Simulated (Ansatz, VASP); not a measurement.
## SiC in VASP and in Ansatz

The input INCAR:

```
ALGO = Normal ; EDIFF = 1E-7
ENCUT = 520 ; GGA = PE
ISIF = 2 ; ISMEAR = 0
LASPH = True ; LCHARG = False
LREAL = False ; LWAVE = False
NBANDS = 26 ; NELM = 60
PREC = Accurate ; SIGMA = 0.05
```

Contents of KPOINTS:

```
k-points
0
Gamma
  12 12 4
```

File POSCAR:

```
SiC
1.0
    3.0941201807      0.0000000000      0.0000000000
   -1.5470600903      2.6795866789      0.0000000000
    0.0000000000      0.0000000000     10.1293391985
Si C
4 4
Direct
    0.6666666667      0.3333333333      0.9378441878
    0.3333333333      0.6666666667      0.4378441878
    0.0872622860      0.0872622860      0.6878995565
    0.0000000000      0.0000000000      0.1878995565
    0.6666666667      0.3333333333      0.7498074459
    0.3333333333      0.6666666667      0.2498074459
    0.0000000000      0.0000000000      0.5004478098
    0.0000000000      0.0000000000      0.0004478098
```

Input for Ansatz:

```yaml
crystal:
  lattice:
    - [3.0941201807, 0.0, 0.0]
    - [-1.5470600903, 2.6795866789, 0.0]
    - [0.0, 0.0, 10.1293391985]
  atoms:
    - { symbol: Si, position: [0.6666666667, 0.3333333333, 0.9378441878] }
    - { symbol: Si, position: [0.3333333333, 0.6666666667, 0.4378441878] }
    - { symbol: Si, position: [0.087262286, 0.087262286, 0.6878995565] }
    - { symbol: Si, position: [0.0, 0.0, 0.1878995565] }
    - { symbol: C, position: [0.6666666667, 0.3333333333, 0.7498074459] }
    - { symbol: C, position: [0.3333333333, 0.6666666667, 0.2498074459] }
    - { symbol: C, position: [0.0, 0.0, 0.5004478098] }
    - { symbol: C, position: [0.0, 0.0, 0.0004478098] }
basis:
  ecutwfc: 420
kpoints:
  mp_grid: { grid: [12, 12, 4] }
hamiltonian:
  xc: pbe
scf:
  occupations: { method: gaussian, width: 0.05 }
output:
  forces: true
  stress: true
  eigenvalues: true
```

Alike in both runs: task single point; functional PBE; k mesh 12 × 12 × 4; occupations gaussian, width 0.05 eV; no spin polarisation.

```csv
,VASP,Ansatz
version,VASP 6.6.1,Ansatz 0.2.0
potentials or method,"VASP PAW PBE potentials, release 64 (Si, C), cutoff 520 eV","scalar-relativistic, plane waves, PAW"
valence electrons in the cell,32,32
```

```tsv
	VASP	Ansatz	Ansatz less VASP
gap on the k mesh at the Fermi level (eV)	1.52	1.52	+0.004
least direct gap on the mesh (eV)	2.97	2.97	+0.003
pressure (GPa)	2.2	2.3	+0.06
traceless stress, the component that is largest in VASP (GPa)	3.77	3.78	+0.006
rms of the force components (eV/Å)	1.633	1.632	-0.0001
```

Atom by atom the forces differ by 0.002 eV/Å (rms over components). The functional is the same, so the differences come from potentials, cutoffs and numerics.
